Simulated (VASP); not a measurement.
# B (P1) in VASP: single point with PBEsol

Aim: the single point of B with PBEsol.

Program: VASP 6.6.1. These are calculated values, not measurements. Logs are shortened: lines on timing, memory, paths and dates and some standing lists are left out, and cuts for length are marked.

### 1 The cell of the first run

The typed cell holds 12 atoms: a = 2.924 Å, b = 5.759 Å, c = 5.896 Å, α = 100.15°, β = 90.25°, γ = 103.83°.

### 2 Single point, PBEsol

File INCAR:

```
SYSTEM = B
PREC     = Accurate       ! precision mode
ENCUT    = 520            ! plane-wave cutoff, eV
EDIFF    = 1E-6           ! SCF threshold, eV
ISMEAR   = 0              ! smearing method
SIGMA    = 0.1            ! smearing width, eV
LREAL    = .FALSE.        ! projectors in reciprocal space
LASPH    = .TRUE.         ! aspherical terms in the spheres
NELM     = 100            ! most SCF steps
ALGO     = Normal         ! electronic algorithm
ISIF     = 2              ! what is computed and relaxed
LWAVE    = .FALSE.        ! write WAVECAR
LCHARG   = .FALSE.        ! write CHGCAR
GGA      = PS             ! functional
NBANDS   = 30             ! bands
```

File KPOINTS:

```
regular mesh
0
G
  12 8 6
  0 0 0
```

File POSCAR:

```
B
1.0
    2.9243305020      0.0000000000      0.0000000000
   -1.3766687025      5.5921116456      0.0000000000
   -0.0262084502     -1.0768102271      5.7965602730
B
12
Direct
    0.6532878800      0.6147294500      0.5996229400
    0.8673847700      0.0766951600      0.0116197000
    0.2871836500      0.9166679200      0.9831519600
    0.5216710800      0.3620809500      0.3889769700
    0.7159223900      0.8670544000      0.1902587600
    0.1656976600      0.6538722300      0.7528114200
    0.7277629900      0.8979064100      0.7400325700
    0.8397873200      0.9492606100      0.4741196800
    0.1608931800      0.6237289000      0.0451577300
    0.0280291700      0.3675553700      0.1577650100
    0.3981913500      0.0816985600      0.4505145900
    0.6271355900      0.5666050100      0.2219756900
```

Potentials or basis: VASP PAW PBE potentials, release 64 (B).

Started as:

```sh
$ cat potpaw_PBE.64/B/POTCAR > POTCAR
$ mpirun -np 1 vasp_std > vasp.out
```

OUTCAR:

```text
SYSTEM = B
   PREC = Accurate
   ENCUT = 520
   EDIFF = 1E-6
   ISMEAR = 0
   LREAL = .FALSE.
   LASPH = .TRUE.
   NELM = 100
   ISIF = 2
   GGA = PS

 ion  position               nearest neighbor table
   1  0.653  0.615  0.600-   7 1.66   6 1.69   4 1.70   6 1.73   8 2.14
   2  0.867  0.077  0.012-   3 1.69  10 1.70   3 1.72   5 1.72   7 1.73
   3  0.287  0.917  0.983-   2 1.69   2 1.72   9 1.74   6 1.81   5 1.85   7 1.94   5 2.07   7 2.14

   4  0.522  0.362  0.389-  12 1.64  11 1.67   1 1.70  10 1.99  10 2.02
   5  0.716  0.867  0.190-   8 1.67   2 1.72  12 1.73   3 1.85   9 1.95   3 2.07  11 2.15
   6  0.166  0.654  0.753-   1 1.69   1 1.73   9 1.76   3 1.81   7 1.90   7 2.13
   7  0.728  0.898  0.740-   1 1.66   8 1.67   2 1.73   6 1.90   3 1.94   6 2.13   3 2.14
   8  0.840  0.949  0.474-  11 1.65   7 1.67  11 1.67   5 1.67   1 2.14
   9  0.161  0.624  0.045-  10 1.69   3 1.74   6 1.76  12 1.84  12 1.88   5 1.95
  10  0.028  0.368  0.158-   9 1.69   2 1.70  12 1.82  12 1.85   4 1.99   4 2.02
  11  0.398  0.082  0.451-   8 1.65   8 1.67   4 1.67   5 2.15
  12  0.627  0.567  0.222-   4 1.64   5 1.73  10 1.82   9 1.84  10 1.85   9 1.88

  LATTYP: Found a triclinic cell.
 ALAT       =     5.8023245085
 B/A-ratio  =     0.5039929252
 C/A-ratio  =     1.0161079687
 COS(alpha) =     0.0044452836
 COS(beta)  =     0.1772093859
 COS(gamma) =     0.2667313414

  Lattice vectors:

 A1 = (   1.5476617995,   5.5921116456,   0.0000000000)
 A2 = (   2.9243305020,   0.0000000000,   0.0000000000)
 A3 = (   0.0262084502,   1.0768102271,  -5.7965602730)

Analysis of symmetry for initial positions (statically):
=====================================================================
 Subroutine PRICEL returns:
 Original cell was already a primitive cell.

 Routine SETGRP: Setting up the symmetry group for a
 triclinic supercell.

 Subroutine GETGRP returns: Found  1 space group operations
 (whereof  1 operations were pure point group operations)
 out of a pool of  2 trial point group operations.

The static configuration has the point symmetry C_1 .

Analysis of symmetry for dynamics (positions and initial velocities):
=====================================================================
 Subroutine PRICEL returns:
 Original cell was already a primitive cell.

 Routine SETGRP: Setting up the symmetry group for a
 triclinic supercell.

 Subroutine GETGRP returns: Found  1 space group operations
 (whereof  1 operations were pure point group operations)
 out of a pool of  2 trial point group operations.

The dynamic configuration has the point symmetry C_1 .

 Subroutine INISYM returns: Found  1 space group operations
 (whereof  1 operations are pure point group operations),
 and found     1 'primitive' translations

----------------------------------------------------------------------------------------

                                     Primitive cell

  volume of cell :      94.7922

  direct lattice vectors                    reciprocal lattice vectors
     2.924330502  0.000000000  0.000000000     0.341958612  0.084183534  0.017184656
    -1.376668702  5.592111646  0.000000000     0.000000000  0.178823325  0.033219492
    -0.026208450 -1.076810227  5.796560273     0.000000000  0.000000000  0.172516105

  length of vectors
     2.924330502  5.759073656  5.895788170     0.352587397  0.181882699  0.172516105

  position of ions in fractional coordinates (direct lattice)
     0.653287880  0.614729450  0.599622940
     0.867384770  0.076695160  0.011619700
     0.287183650  0.916667920  0.983151960
     0.521671080  0.362080950  0.388976970
     0.715922390  0.867054400  0.190258760
     0.165697660  0.653872230  0.752811420
     0.727762990  0.897906410  0.740032570
     0.839787320  0.949260610  0.474119680
     0.160893180  0.623728900  0.045157730
     0.028029170  0.367555370  0.157765010
     0.398191350  0.081698560  0.450514590
     0.627135590  0.566605010  0.221975690

  ion indices of the primitive-cell ions
   primitive index   ion index
                 1           1
                 2           2
                 3           3
                 4           4
                 5           5
                 6           6
                 7           7
                 8           8
                 9           9
                10          10
                11          11
                12          12

----------------------------------------------------------------------------------------

 KPOINTS: regular mesh

Automatic generation of k-mesh.
 Grid dimensions read from file:
 generate k-points for:   12    8    6

 Generating k-lattice:

  Cartesian coordinates                     Fractional coordinates (reciprocal lattice)
     0.028496551  0.007015294  0.001432055     0.083333333  0.000000000  0.000000000
     0.000000000  0.022352916  0.004152436     0.000000000  0.125000000  0.000000000
     0.000000000  0.000000000  0.028752684     0.000000000  0.000000000  0.166666667

  Length of vectors
     0.029382283  0.022735337  0.028752684

  Shift w.r.t. Gamma in fractional coordinates (k-lattice)
     0.000000000  0.000000000  0.000000000

 Subroutine IBZKPT returns following result:
 ===========================================

 Found    292 irreducible k-points:

 Following reciprocal coordinates:
            Coordinates               Weight
  0.000000  0.000000  0.000000      1.000000
  0.083333 -0.000000  0.000000      2.000000
  0.166667 -0.000000  0.000000      2.000000
  0.250000 -0.000000  0.000000      2.000000
  0.333333 -0.000000  0.000000      2.000000
  0.416667 -0.000000  0.000000      2.000000
[... 16 lines left out ...]
  0.250000  0.250000  0.000000      2.000000
  0.333333  0.250000  0.000000      2.000000
 [... further k-points ...]
   k-points           NKPTS =    292   k-points in BZ     NKDIM =    292   number of bands    NBANDS=     30
   number of dos      NEDOS =    301   number of ions     NIONS =     12
   total plane-waves  NPLWV =  55296
   dimension x,y,z NGX =    24 NGY =   48 NGZ =   48
   dimension x,y,z NGXF=    48 NGYF=   96 NGZF=   96
   ions per type =              12
   NGX,Y,Z   is equivalent  to a cutoff of  13.64, 13.86, 13.53 a.u.
   NGXF,Y,Z  is equivalent  to a cutoff of  27.29, 27.71, 27.07 a.u.
 SYSTEM =  B
   PREC   = accura    normal or accurate (medium, high low for compatibility)
   ISTART =      0    job   : 0-new  1-cont  2-samecut
   ICHARG =      2    charge: 1-file 2-atom 10-const
   ISPIN  =      1    spin polarized calculation?
   LNONCOLLINEAR =      F non collinear calculations
   LSORBIT =      F    spin-orbit coupling
   LASPH  =      T    aspherical Exc in radial PAW
   ENCUT  =  520.0 eV  38.22 Ry    6.18 a.u.   5.44 10.71 10.96*2*pi/ulx,y,z
   NELM   =    100;   NELMIN=  2; NELMDL= -5     # of ELM steps
   EDIFF  = 0.1E-05   stopping-criterion for ELM
   LREAL  =      F    real-space projection
   EDIFFG = 0.1E-04   stopping-criterion for IOM
   NSW    =      0    number of steps for IOM
   IBRION =     -1    ionic relax: 0-MD 1-quasi-New 2-CG
   NFREE  =      0    steps in history (QN), initial steepest desc. (CG)
   ISIF   =      2    stress and relaxation
   ISYM   =      2    0-nonsym 1-usesym 2-fastsym
   POTIM  = 0.5000    time-step for ionic-motion
   TEBEG  =    0.0;   TEEND  =   0.0 temperature during run
   PSTRESS=    0.0 pullay stress
   NELECT =      36.0000    total number of electrons
   NUPDOWN=      -1.0000    fix difference up-down
   EMIN   =  10.00;   EMAX   =-10.00  energy-range for DOS
   EFERMI =   0.00;   METHOD = LEGACY
   ISMEAR =     0;   SIGMA  =   0.10  broadening in eV -4-tet -1-fermi 0-gaus
   EFERMI_NEDOS =   21; number of points for ismear=-14 and -15
   IALGO  =     38    algorithm
   IMIX   =      4    mixing-type and parameters
     AMIX     =   0.40;   BMIX     =  1.00
     AMIX_MAG =   1.60;   BMIX_MAG =  1.00
  volume/ion in A,a.u.               =       7.90        53.31
  Fermi-wavevector in a.u.,A,eV,Ry     =   1.185545  2.240356 19.123225  1.405517
  Thomas-Fermi vector in A             =   2.321737
   LORBIT       =      0    0 simple, 1 ext, 2 COOP (PROOUT), +10 PAW based schemes
   GGA     = PS    functional components
   LHFCALC =     F    Hartree Fock is set to
   AEXX    =    0.0000 exact exchange contribution
   IVDW    =     0    specifies the selected vdW correction
   LEPSILON=     F    determine dielectric tensor
   LRPA    =     F    only Hartree local field effects (RPA)
 non-spin polarized calculation
 Gauss-broadening in eV      SIGMA  =   0.10
  energy-cutoff  :      520.00
  volume of cell :       94.79
 maximum number of plane-waves:      2573
 NGX is ok and might be reduce to    24
   NGX = 11   NGY = 21   NGZ = 21

 number of electron      36.0000000 magnetization

 Free energy of the ion-electron system (eV)
  ---------------------------------------------------
  ext. energy  EPLUGINS =         0.00000000
  ---------------------------------------------------
  free energy    TOTEN  =       -80.74176301 eV

  energy without entropy =      -80.73405446  energy(sigma->0) =      -80.73790873

 E-fermi :   4.9612     XC(G=0): -11.1913

 val. band max:        4.9518263151   @ k =   0.2500   0.5000   0.3333
 cond. band min:       4.9612263898   @ k =   0.1667   0.5000   0.3333
 fundamental gap:      0.0094000747
 Fermi energy:         4.9611873479

 k-point     1 :       0.0000    0.0000    0.0000
  band No.  band energies     occupation
      1     -10.6354      2.00000
      2      -7.9142      2.00000
      3      -6.8541      2.00000
      4      -6.1580      2.00000
      5      -5.3454      2.00000
      6      -3.1334      2.00000
[... 22 lines left out ...]
     29      12.3823      0.00000
     30      12.7855      0.00000

 k-point     2 :       0.0833   -0.0000    0.0000
  band No.  band energies     occupation
      1     -10.5393      2.00000
      2      -7.8330      2.00000
      3      -6.7708      2.00000
      4      -6.0940      2.00000
      5      -5.2173      2.00000
      6      -3.0701      2.00000
[... 22 lines left out ...]
     29      12.2422      0.00000
     30      12.7095      0.00000

 k-point     3 :       0.1667   -0.0000    0.0000
  band No.  band energies     occupation
      1     -10.2517      2.00000
      2      -7.5902      2.00000
      3      -6.5233      2.00000
      4      -5.8882      2.00000
      5      -4.8566      2.00000
      6      -2.8975      2.00000
[... 22 lines left out ...]
     29      12.6762      0.00000
     30      12.7922      0.00000

 k-point     4 :       0.2500   -0.0000    0.0000
  band No.  band energies     occupation
      1      -9.7752      2.00000
      2      -7.1877      2.00000
      3      -6.1207      2.00000
      4      -5.5275      2.00000
      5      -4.3275      2.00000
      6      -3.1563      2.00000
[... 616 lines left out ...]
     29      12.6673      0.00000
     30      13.3666      0.00000

 k-point    23 :       0.2500    0.2500    0.0000
  band No.  band energies     occupation
      1      -9.6180      2.00000
      2      -7.5980      2.00000
      3      -6.2207      2.00000
      4      -5.6788      2.00000
      5      -3.8309      2.00000
      6      -2.9038      2.00000
[... 22 lines left out ...]
     29      13.1654      0.00000
     30      13.5223      0.00000

 k-point    24 :       0.3333    0.2500    0.0000
  band No.  band energies     occupation
      1      -8.9603      2.00000
      2      -7.0276      2.00000
      3      -5.6492      2.00000
      4      -5.2568      2.00000
      5      -4.5599      2.00000
      6      -2.8202      2.00000
[... 22 lines left out ...]
     29      12.9749      0.00000
     30      13.6246      0.00000

 [... further k-points ...]

------------------------ aborting loop because EDIFF is reached ----------------------------------------

  FORCE on cell =-STRESS in cart. coord.  units (eV):
  Direction    XX          YY          ZZ          XY          YZ          ZX
  --------------------------------------------------------------------------------------
  -------------------------------------------------------------------------------------
  Total       -0.7540529      0.7260558     -0.2381810      0.0753671     -0.2703720      0.1565712
  in kB      -12.7449978     12.2717909     -4.0257333      1.2738548     -4.5698260      2.6463660
  external PRESSURE =      -1.4996467 kB  Pullay stress =       0.0000000 kB

 VOLUME and BASIS-vectors are now :
 -----------------------------------------------------------------------------
  energy-cutoff  :      520.00
  volume of cell :       94.79
      direct lattice vectors                 reciprocal lattice vectors
     2.924330502  0.000000000  0.000000000     0.341958612  0.084183534  0.017184656
    -1.376668702  5.592111646  0.000000000     0.000000000  0.178823325  0.033219492
    -0.026208450 -1.076810227  5.796560273     0.000000000  0.000000000  0.172516105

 POSITION                                       TOTAL-FORCE (eV/Angst)
 -----------------------------------------------------------------------------------
      1.04844      2.79196      3.47575        -0.068647      0.050989     -0.345944
      2.43063      0.41638      0.06735        -0.087199      0.153059      0.003059
     -0.44790      4.06744      5.69890        -0.044892     -0.006613     -0.093258
      1.01688      1.60594      2.25473         0.002489     -0.202025     -0.126046
      0.89496      4.64379      1.10285         0.115655      0.088046     -0.131905
     -0.43534      2.84589      4.36372         0.012975      0.141513      0.048882
      0.87270      4.22432      4.28964         0.057617     -0.009792      0.217184
      1.13657      4.79783      2.74826        -0.002859     -0.268254      0.012600
     -0.38935      3.43934      0.26176        -0.066663      0.093475      0.135793
     -0.42817      1.88553      0.91449         0.005838     -0.094229      0.291540
      1.04016     -0.02825      2.61143         0.072207     -0.094052     -0.064441
      1.04811      2.92949      1.28670         0.003478      0.147884      0.052536
 -----------------------------------------------------------------------------------
    total drift:                                0.000014      0.000047     -0.000065

  FREE ENERGIE OF THE ION-ELECTRON SYSTEM (eV)
  ---------------------------------------------------
  free  energy   TOTEN  =       -80.7417630069 eV

  energy  without entropy=      -80.7340544556  energy(sigma->0) =      -80.73790873
```

Run time: 12 min. Hardware: 1 thread of Intel Xeon Platinum 8259CL at 2.50GHz (Skylake/Cascade Lake), shared host; peak memory 0.61 GiB.

Results:

```
Free energy            : -80.7418 eV
Pressure               : -0.1 GPa
Largest force          : 0.356 eV/Å
Band gap on the k mesh : zero (bands 18 and 19 overlap by 2.84 eV)
```

Forces in eV/Å, atoms in the order of the input:
```
B   -0.069  0.051 -0.346
B   -0.087  0.153  0.003
B   -0.045 -0.007 -0.093
B    0.002 -0.202 -0.126
B    0.116  0.088 -0.132
B    0.013  0.142  0.049
B    0.058 -0.010  0.217
B   -0.003 -0.268  0.013
B   -0.067  0.093  0.136
B    0.006 -0.094  0.292
B    0.072 -0.094 -0.064
B    0.003  0.148  0.053
```

Caveat: the PAW data sets were made with another functional, which shifts forces and pressure a little.
